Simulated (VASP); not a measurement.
# B (P6_122) in VASP: a series of runs

B is run at these levels: PBE; tasks: single point, relaxation of cell and atoms.

All numbers are computed with VASP 6.6.1; they aren't measurements. Logs are shortened: lines on timing, memory, paths and dates and some standing lists are left out, and cuts for length are marked.

## 1. The cell of the first run

Symmetry: P6_122, No. 178, hexagonal system. The conventional cell has a = 3.203 Å, b = 3.203 Å, c = 4.923 Å, α = 90.00°, β = 90.00°, γ = 120.00°. Within 2.3 Å of B (site symmetry 2) lie 8 B at 1.70 to 2.21 Å.

## 2. Single point, PBE

Contents of INCAR:

```
  PREC = Accurate
  ENCUT = 520
  EDIFF = 1E-7
  ISMEAR = 0
  SIGMA = 0.1
  LREAL = F
  LASPH = T
  NELM = 60
  ALGO = Normal
  ISIF = 2
  LWAVE = F
  LCHARG = F
  GGA = PE
  NBANDS = 18
```

Contents of KPOINTS:

```
Automatic mesh
0
Gamma
  6 6 6
```

Contents of POSCAR:

```
B
1.0
    3.2031676585      0.0000000000      0.0000000000
   -1.6015838293      2.7740245649      0.0000000000
    0.0000000000      0.0000000000      4.9227768236
B
6
Direct
    0.2692921433      0.5385842866      0.2500000000
    0.4614157134      0.7307078567      0.5833333333
    0.2692921433      0.7307078567      0.9166666667
    0.7307078567      0.4614157134      0.7500000000
    0.5385842866      0.2692921433      0.0833333333
    0.7307078567      0.2692921433      0.4166666667
```

Potentials or basis: VASP PAW PBE potentials, release 64 (B).

Launch:

```sh
$ cat potpaw_PBE.64/B/POTCAR > POTCAR
$ mpirun -np 1 vasp_std > vasp.out
```

OUTCAR:

```text
PREC = Accurate
   ENCUT = 520
   EDIFF = 1E-7
   ISMEAR = 0
   LREAL = F
   LASPH = T
   NELM = 60
   ISIF = 2
   GGA = PE

 ion  position               nearest neighbor table
   1  0.269  0.539  0.250-   6 1.70   5 1.70   2 1.75   3 1.75
   2  0.461  0.731  0.583-   6 1.70   4 1.70   1 1.75   3 1.75
   3  0.269  0.731  0.917-   5 1.70   4 1.70   1 1.75   2 1.75
   4  0.731  0.461  0.750-   3 1.70   2 1.70   5 1.75   6 1.75
   5  0.539  0.269  0.083-   3 1.70   1 1.70   4 1.75   6 1.75
   6  0.731  0.269  0.417-   2 1.70   1 1.70   4 1.75   5 1.75

  LATTYP: Found a hexagonal cell.
 ALAT       =     3.2031676585
 C/A-ratio  =     1.5368464434

  Lattice vectors:

 A1 = (   3.2031676585,   0.0000000000,   0.0000000000)
 A2 = (  -1.6015838293,   2.7740245649,   0.0000000000)
 A3 = (   0.0000000000,   0.0000000000,   4.9227768236)

Analysis of symmetry for initial positions (statically):
=====================================================================
 Subroutine PRICEL returns:
 Original cell was already a primitive cell.

 Routine SETGRP: Setting up the symmetry group for a
 hexagonal supercell.

 Subroutine GETGRP returns: Found 12 space group operations
 (whereof  2 operations were pure point group operations)
 out of a pool of 24 trial point group operations.

The static configuration has the point symmetry C_2 .
 The point group associated with its full space group is D_6 .

Analysis of symmetry for dynamics (positions and initial velocities):
=====================================================================
 Subroutine PRICEL returns:
 Original cell was already a primitive cell.

 Routine SETGRP: Setting up the symmetry group for a
 hexagonal supercell.

 Subroutine GETGRP returns: Found 12 space group operations
 (whereof  2 operations were pure point group operations)
 out of a pool of 24 trial point group operations.

The dynamic configuration has the point symmetry C_2 .
 The point group associated with its full space group is D_6 .

 Subroutine INISYM returns: Found 12 space group operations
 (whereof  2 operations are pure point group operations),
 and found     1 'primitive' translations

----------------------------------------------------------------------------------------

                                     Primitive cell

  volume of cell :      43.7421

  direct lattice vectors                    reciprocal lattice vectors
     3.203167658  0.000000000  0.000000000     0.312190964  0.180243537  0.000000000
    -1.601583829  2.774024565  0.000000000     0.000000000  0.360487075  0.000000000
     0.000000000  0.000000000  4.922776824     0.000000000  0.000000000  0.203137383

  length of vectors
     3.203167658  3.203167659  4.922776824     0.360487075  0.360487075  0.203137383

  position of ions in fractional coordinates (direct lattice)
     0.269292143  0.538584287  0.250000000
     0.461415713  0.730707857  0.583333333
     0.269292143  0.730707857  0.916666667
     0.730707857  0.461415713  0.750000000
     0.538584287  0.269292143  0.083333333
     0.730707857  0.269292143  0.416666667

  ion indices of the primitive-cell ions
   primitive index   ion index
                 1           1
                 2           2
                 3           3
                 4           4
                 5           5
                 6           6

----------------------------------------------------------------------------------------

 KPOINTS: Automatic mesh

Automatic generation of k-mesh.
 Grid dimensions read from file:
 generate k-points for:    6    6    6

 Generating k-lattice:

  Cartesian coordinates                     Fractional coordinates (reciprocal lattice)
     0.052031827  0.030040590  0.000000000     0.166666667 -0.000000000  0.000000000
     0.000000000  0.060081179  0.000000000     0.000000000  0.166666667  0.000000000
     0.000000000  0.000000000  0.033856230     0.000000000  0.000000000  0.166666667

  Length of vectors
     0.060081179  0.060081179  0.033856230

  Shift w.r.t. Gamma in fractional coordinates (k-lattice)
     0.000000000  0.000000000  0.000000000

 Subroutine IBZKPT returns following result:
 ===========================================

 Found     28 irreducible k-points:

 Following reciprocal coordinates:
            Coordinates               Weight
  0.000000  0.000000  0.000000      1.000000
  0.166667  0.000000  0.000000      6.000000
  0.333333  0.000000  0.000000      6.000000
  0.500000 -0.000000  0.000000      3.000000
  0.166667  0.166667  0.000000      6.000000
  0.333333  0.166667  0.000000     12.000000
[... 16 lines left out ...]
  0.166667  0.000000  0.500000      6.000000
  0.333333  0.000000  0.500000      6.000000
 [... further k-points ...]
   k-points           NKPTS =     28   k-points in BZ     NKDIM =     28   number of bands    NBANDS=     18
   number of dos      NEDOS =    301   number of ions     NIONS =      6
   total plane-waves  NPLWV =  23040
[... 74 lines left out ...]
      2      -4.6498      2.00000
      3      -4.6498      2.00000
      4       2.7719      2.00000
      5       2.7719      2.00000
      6       5.4826      2.00000
[... 10 lines left out ...]
     17      14.3834      0.00000
     18      16.9299      0.00000

 k-point     2 :       0.1667    0.0000    0.0000
  band No.  band energies     occupation
      1      -8.8551      2.00000
      2      -4.2724      2.00000
      3      -4.2596      2.00000
      4       0.6014      2.00000
      5       2.0822      2.00000
      6       3.8795      2.00000
[... 10 lines left out ...]
     17      16.2088      0.00000
     18      16.9179      0.00000

 k-point     3 :       0.3333    0.0000    0.0000
  band No.  band energies     occupation
      1      -7.6390      2.00000
      2      -3.1996      2.00000
      3      -3.1772      2.00000
      4      -2.5156      2.00000
      5       1.1126      2.00000
      6       1.3934      2.00000
[... 10 lines left out ...]
     17      16.6814      0.00000
     18      17.8982      0.00000

 k-point     4 :       0.5000   -0.0000    0.0000
  band No.  band energies     occupation
      1      -6.1731      2.00000
      2      -4.7845      2.00000
      3      -2.1152      2.00000
      4      -1.7224      2.00000
      5      -0.5060      2.00000
      6      -0.0809      2.00000
[... 10 lines left out ...]
     17      17.1339      0.00000
     18      17.5357      0.00000

 k-point     5 :       0.1667    0.1667    0.0000
  band No.  band energies     occupation
      1      -8.0373      2.00000
      2      -3.5366      2.00000
      3      -3.5040      2.00000
      4      -1.3725      2.00000
      5       0.4394      2.00000
      6       2.1932      2.00000
[... 10 lines left out ...]
     17      16.6706      0.00000
     18      17.1337      0.00000

 k-point     6 :       0.3333    0.1667    0.0000
  band No.  band energies     occupation
      1      -6.4963      2.00000
      2      -3.8672      2.00000
      3      -2.2379      2.00000
      4      -2.0935      2.00000
      5      -0.7594      2.00000
      6       0.2398      2.00000
[... 307 lines left out ...]
 k-point    21 :       0.3333    0.3333    0.3333
  band No.  band energies     occupation
      1      -4.4735      2.00000
      2      -4.4732      2.00000
      3      -3.0782      2.00000
      4      -3.0409      2.00000
      5      -1.6486      2.00000
      6       0.0852      2.00000
[... 10 lines left out ...]
     17      16.2939      0.00000
     18      16.5441      0.00000

 k-point    22 :       0.0000    0.0000    0.5000
  band No.  band energies     occupation
      1      -8.0970      2.00000
      2      -8.0970      2.00000
      3       0.6307      2.00000
      4       0.6307      2.00000
      5       3.5613      2.00000
      6       3.5613      2.00000
[... 10 lines left out ...]
     17      16.3548      0.00000
     18      16.3548      0.00000

 k-point    23 :       0.1667    0.0000    0.5000
  band No.  band energies     occupation
      1      -7.6873      2.00000
      2      -7.6873      2.00000
      3       0.8324      2.00000
      4       0.8324      2.00000
      5       1.6593      2.00000
      6       1.6593      2.00000
[... 10 lines left out ...]
     17      16.1767      0.00000
     18      16.1767      0.00000

 k-point    24 :       0.3333    0.0000    0.5000
  band No.  band energies     occupation
      1      -6.4891      2.00000
      2      -6.4891      2.00000
      3      -1.4870      2.00000
      4      -1.4870      2.00000
      5       1.4319      2.00000
      6       1.4319      2.00000
[... 10 lines left out ...]
     17      17.0739      0.00000
     18      17.0739      0.00000

 [... further k-points ...]

------------------------ aborting loop because EDIFF is reached ----------------------------------------

  FORCE on cell =-STRESS in cart. coord.  units (eV):
  Direction    XX          YY          ZZ          XY          YZ          ZX
  --------------------------------------------------------------------------------------
  -------------------------------------------------------------------------------------
  Total       -0.0153385     -0.0153385      0.0876990      0.0000000      0.0000000      0.0000000
  in kB       -0.5618141     -0.5618141      3.2122188      0.0000000      0.0000000      0.0000000
  external PRESSURE =       0.6961969 kB  Pullay stress =       0.0000000 kB

 VOLUME and BASIS-vectors are now :
 -----------------------------------------------------------------------------
  energy-cutoff  :      520.00
  volume of cell :       43.74
      direct lattice vectors                 reciprocal lattice vectors
     3.203167658  0.000000000  0.000000000     0.312190964  0.180243537  0.000000000
    -1.601583829  2.774024565  0.000000000     0.000000000  0.360487075  0.000000000
     0.000000000  0.000000000  4.922776824     0.000000000  0.000000000  0.203137383

 POSITION                                       TOTAL-FORCE (eV/Angst)
 -----------------------------------------------------------------------------------
     -0.00000      1.49405      1.23069        -0.000000      0.003009      0.000000
      0.30770      2.02700      2.87162        -0.002606     -0.001504     -0.000000
     -0.30770      2.02700      4.51255         0.002606     -0.001504      0.000000
      1.60158      1.27998      3.69208         0.000000     -0.003009     -0.000000
      1.29388      0.74702      0.41023         0.002606      0.001504     -0.000000
      1.90929      0.74702      2.05116        -0.002606      0.001504      0.000000
 -----------------------------------------------------------------------------------
    total drift:                                0.000000      0.000000      0.000000

  FREE ENERGIE OF THE ION-ELECTRON SYSTEM (eV)
  ---------------------------------------------------
  free  energy   TOTEN  =       -37.4762002639 eV

  energy  without entropy=      -37.4666428089  energy(sigma->0) =      -37.47142154
```

Run time: 26 s. Hardware: 1 thread of Intel Xeon 8259CL, shared host; peak memory 0.15 GiB.

Results:

* Free energy: -37.4762 eV
* Pressure: 0.1 GPa
* Largest force: 0.003 eV/Å
* Band gap on the k mesh: zero (band 9 reaches 8.87 eV, above the bottom of band 10 at 6.58 eV)

Forces in eV/Å, atoms in the order of the input:
```
B    0.000  0.003  0.000
B   -0.003 -0.002  0.000
B    0.003 -0.002  0.000
B    0.000 -0.003  0.000
B    0.003  0.002  0.000
B   -0.003  0.002  0.000
```

Caveat: the k points lie up to 0.38 Å⁻¹ apart.

## 3. Single point, PBE

This run uses another cell than the first one, of 7.90 Å³/atom, 1.084 times its volume.

Contents of INCAR:

```
SYSTEM = B
PREC = Accurate ; ENCUT = 520
EDIFF = 1E-7 ; ISMEAR = 0
SIGMA = 0.1 ; LREAL = .False.
LASPH = .True. ; NELM = 80
ALGO = Normal ; ISIF = 2
LWAVE = .False. ; LCHARG = .False.
GGA = PE ; NBANDS = 18
```

Contents of KPOINTS:

```
regular mesh
0
Gamma
  6 6 6
  0 0 0
```

Contents of POSCAR:

```
B
1.0
    3.8667158200      0.0000000000      0.0000000000
   -1.9333579100      3.3486741300      0.0000000000
    0.0000000000      0.0000000000      3.6607245000
B
6
Direct
    0.2340405300      0.4680810500      0.2500000000
    0.5319189500      0.7659594700      0.5833333300
    0.2340405300      0.7659594700      0.9166666700
    0.7659594700      0.5319189500      0.7500000000
    0.4680810500      0.2340405300      0.0833333300
    0.7659594700      0.2340405300      0.4166666700
```

Potentials or basis: VASP PAW PBE potentials, release 64 (B).

Launch:

```sh
$ cat potpaw_PBE.64/B/POTCAR > POTCAR
$ mpirun -np 1 vasp_std > vasp.out
```

It took 36 s on 1 thread of Intel Xeon 8259CL, shared host; peak memory 0.16 GiB.

The run converged. Its results:

```
Free energy            : -33.0943 eV
Pressure               : 30.0 GPa
Largest force          : 1.351 eV/Å
Band gap on the k mesh : zero (band 9 reaches 6.33 eV, above the bottom of band 10 at 2.71 eV)
```

Forces on the atoms (eV/Å):
```
B    0.000 -1.351  0.000
B    1.170  0.676  0.000
B   -1.170  0.676  0.000
B    0.000  1.351  0.000
B   -1.170 -0.676  0.000
B    1.170 -0.676  0.000
```

Stress tensor (GPa, compression positive):
```
26.48  0.00  0.00
 0.00 26.48  0.00
 0.00  0.00 36.98
```

Levels at points of the mesh, in eV from the Fermi level:
| k point | band 6 | band 7 | band 8 | band 9 | band 10 | band 11 | band 12 | band 13 |
| --- | --- | --- | --- | --- | --- | --- | --- | --- |
| (0.00, 0.00, 0.00) | -4.98 | -2.10 | -1.76 | -1.76 | -0.04 | 0.61 | 0.61 | 6.02 |
| (0.50, 0.00, 0.00) | -3.46 | -2.98 | -2.25 | -0.14 | 0.49 | 0.61 | 1.79 | 7.11 |
| (0.00, 0.00, 0.50) | -3.42 | -3.18 | -3.18 | -1.79 | -1.79 | -0.31 | -0.31 | 6.49 |
| (0.50, 0.00, 0.50) | -4.91 | -2.57 | -2.57 | 1.79 | 1.79 | 2.01 | 2.01 | 10.03 |

Caveat: forces of over 1 eV/Å act on the atoms, so gaps and moduli don't describe the material at rest.

## 4. Relaxation of cell and atoms, PBE

This run uses another cell than the first one, of 7.90 Å³/atom, 1.084 times its volume.

Contents of INCAR:

```
ALGO = Normal
EDIFF = 1E-6
EDIFFG = -0.04
ENCUT = 600
GGA = PE
IBRION = 2
ISIF = 3
ISMEAR = 0
LASPH = T
LCHARG = F
LREAL = F
LWAVE = F
NELM = 60
NSW = 90
PREC = Accurate
SIGMA = 0.1
```

Contents of KPOINTS:

```
k-points
0
Gamma
  6 6 6
```

POSCAR is that of step 3.

Launch:

```sh
$ cat potpaw_PBE.64/B/POTCAR > POTCAR
$ mpirun -np 1 vasp_std > vasp.out
```

Wall time 8.4 min (1 thread of Intel Xeon 8259CL, shared host); peak memory 0.18 GiB.

Results (log left out):

```
Free energy                            : -37.4761 eV
Relaxed volume                         : 7.30 Å³/atom
Relaxed cell                           : a = 3.206 Å, b = 3.206 Å, c = 4.918 Å, α = 90.00°, β = 90.00°, γ = 120.00°
Space group after relaxing (to 0.05 Å) : P6_122 (No. 178)
Energy gained by relaxing              : 729.5 meV/atom
Ionic steps                            : 34
Pressure after relaxing                : 0.2 GPa
Largest force after relaxing           : 0.006 eV/Å
Band gap on the k mesh                 : zero (band 9 reaches 8.86 eV, above the bottom of band 10 at 6.55 eV)
```

Forces on the atoms (eV/Å):
```
B    0.000  0.006  0.000
B   -0.005 -0.003  0.000
B    0.005 -0.003  0.000
B    0.000 -0.006  0.000
B    0.005  0.003  0.000
B   -0.005  0.003  0.000
```

Stress tensor (GPa, compression positive):
```
-0.13  0.00  0.00
 0.00 -0.13  0.00
 0.00  0.00  0.72
```

The path:
```tsv
step	energy change (eV)	largest force (eV/Å)	pressure (GPa)	volume (Å³)
1	0.0000	1.3493	29.95	47.40
2	-0.7939	0.2285	-8.88	58.26
3	-0.8608	0.3706	-2.35	55.46
4	-0.9060	0.0881	0.10	54.76
5	-0.9105	0.0532	1.31	54.45
6	-0.9271	0.0870	0.26	54.88
7	-0.9998	0.2653	-2.52	56.11
8	-1.1579	0.6563	-7.59	58.46
9	-1.2353	1.1180	-15.04	62.63
10	-1.2638	0.9591	-11.82	60.66
11	-1.2678	0.9913	-12.29	60.93
12	-1.2687	0.9938	-12.33	60.95
13	-1.2714	1.0011	-12.47	61.02
14	-1.2763	1.0152	-12.75	61.15
15	-1.2843	1.0411	-13.29	61.42
16	-1.2921	1.0821	-14.32	61.94
17	-1.3030	1.0892	-14.30	61.89
18	-1.3358	1.1101	-14.26	61.75
19	-1.4013	1.1500	-14.18	61.46
20	-1.5306	1.2224	-14.02	60.87
21	-1.7738	1.3589	-13.59	59.68
22	-2.1413	1.5558	-12.19	57.19
23	-2.1256	1.7056	-6.09	51.90
24	-2.2557	1.6950	-9.92	54.77
25	-2.6020	1.6351	-9.45	53.05
26	-3.4798	1.4184	-5.45	48.08
27	-4.0171	0.6162	20.37	39.08
28	-4.0775	0.8617	11.83	41.03
29	-4.3487	0.0630	3.38	42.41
30	-4.3607	0.1423	1.44	42.83
31	-4.3609	0.1194	1.65	42.78
32	-4.3674	0.0978	0.75	43.08
33	-4.3744	0.0374	-1.46	43.84
34	-4.3769	0.0057	0.15	43.77
```

Final structure:
```
B
1.0
     3.20581    0.00000    0.00000
    -1.60290    2.77631    0.00000
     0.00000    0.00000    4.91796
B
6
Direct
  0.26911 0.53822 0.25000
  0.46178 0.73089 0.58333
  0.26911 0.73089 0.91667
  0.73089 0.46178 0.75000
  0.53822 0.26911 0.08333
  0.73089 0.26911 0.41667
```

Levels at points of the mesh, in eV from the Fermi level:
```
           k point  band 5  band 6  band 7  band 8  band 9  band 10  band 11  band 12  band 13
(0.00, 0.00, 0.00)   -4.57   -1.86   -1.43   -1.43   -1.42    -0.71    -0.71     1.16     3.52
(0.50, 0.00, 0.00)   -7.83   -7.41   -6.58   -3.50   -2.15     0.36     2.32     2.33     6.82
(0.00, 0.00, 0.50)   -3.78   -3.78   -3.02   -3.02   -0.38    -0.38     0.43     0.43     3.56
(0.50, 0.00, 0.50)   -5.62   -5.62   -5.41   -5.41   -0.77    -0.77     2.02     2.02     5.48
```

## 5. Summary

```tsv
task	cell	cutoff (eV)	gap on the mesh (eV)	pressure (GPa)	largest force (eV/Å)
single point	a = 3.203, b = 3.203, c = 4.923 Å, angles 90.0, 90.0, 120.0°, 6 atoms	520	none	0.1	-
single point	a = 3.867, b = 3.867, c = 3.661 Å, angles 90.0, 90.0, 120.0°, 6 atoms	520	none	30.0	1.35
relaxation of cell and atoms	relaxed from a = 3.867, b = 3.867, c = 3.661 Å, angles 90.0, 90.0, 120.0°, 6 atoms	600	none	0.2	0.01
```

Alike in all rows: level PBE; potentials or basis VASP PAW PBE potentials, release 64 (B); no spin polarisation; k mesh 6 × 6 × 6; smearing gaussian 0.1 eV.

Caveats: some runs use coarse meshes; forces of over 1 eV/Å act on the atoms, so gaps and moduli don't describe the material at rest (some runs).

Absolute energies hang on the potentials; compare differences alone.
